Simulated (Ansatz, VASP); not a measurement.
**SnSe2: VASP beside Ansatz**

```
Sn Se
1.0
     3.87844    0.00000    0.00000
    -1.93922    3.35883    0.00000
     0.00000    0.00000    6.22170
Sn Se
1 2
Direct
  0.00000 0.00000 0.00000
  0.33333 0.66667 0.25923
  0.66667 0.33333 0.74077
```

Alike in both runs: task single point; functional PBEsol; k mesh 6 × 6 × 4; occupations gaussian, width 0.05 eV; non-collinear spin, spin-orbit coupling.

|  | VASP | Ansatz |
| --- | --- | --- |
| version | VASP 6.6.1 | Ansatz 0.2.0 |
| potentials or method | VASP PAW PBE potentials, release 64 (Sn_d, Se), cutoff 520 eV | plane waves, PAW |
| valence electrons in the cell | 26 | 46 |

|  | VASP | Ansatz | Ansatz less VASP |
| --- | --- | --- | --- |
| pressure (GPa) | -2.6 | -2.7 | -0.10 |
| traceless stress, the component that is largest in VASP (GPa) | -0.11 | -0.12 | -0.006 |
| rms of the force components (eV/Å) | 0.172 | 0.182 | +0.0093 |

VASP's potentials were made for PBE, not for PBEsol. Atom by atom the forces differ by 0.009 eV/Å (rms over components). VASP's potentials hold 26 valence electrons a cell and Ansatz's 46, so a difference there can come from the potentials and not from the codes.
